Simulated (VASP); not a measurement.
Write the native input for VASP 6.6.1 that does the following.

```
Task                   : single point
Functional             : PBE
Potentials or basis    : VASP PAW PBE potentials, release 64 (Al)
Cutoff                 : 520 eV
k mesh                 : 20 × 20 × 12
Occupations            : gaussian, width 0.15 eV
Spin                   : no spin polarisation
Dipole correction      : no
Further INCAR settings : ALGO = Fast; EDIFF = 1e-06; NBANDS = 10
```

The structure of Al lies in POSCAR:

```
Al
1.0
   -1.5743227167      1.5743227167      1.6175102401
    1.5743227167     -1.5743227167      1.6175102401
    3.1486454333      3.1486454333      0.0000000000
Al
2
Direct
    0.0781637664     -0.0781637664      0.0000000000
    0.4218362336      0.5781637664      0.5000000000
```

This cell differs from its parent crystal: atoms displaced along a vibrational mode, the cell strained.

These files were run (other wordings do the same):

INCAR

```
ALGO = Fast
EDIFF = 1E-6
ENCUT = 520
GGA = PE
ISIF = 2
ISMEAR = 0
LASPH = T
LCHARG = F
LREAL = F
LWAVE = F
NBANDS = 10
NELM = 100
PREC = Accurate
SIGMA = 0.15
```

KPOINTS

```
k-points
0
Gamma
  20 20 12
```

Potentials or basis: VASP PAW PBE potentials, release 64 (Al).

The run is started by

```console
$ cat potpaw_PBE.64/Al/POTCAR > POTCAR
$ mpirun -np 1 vasp_std > vasp.out
```

It gave:

- Pressure: 5.4 GPa
- Largest force: 0.203 eV/Å
- Band gap on the k mesh: zero (bands 3 and 4 overlap by 9.26 eV)

Caveat: the cell differs from its parent crystal (atoms displaced along a vibrational mode, the cell strained); the cell stands under pressure.

Run time: 2.3 min on 1 thread of Intel(R) Xeon(R) Platinum 8488C (Sapphire Rapids), on a shared host, peak memory 0.3 GiB.
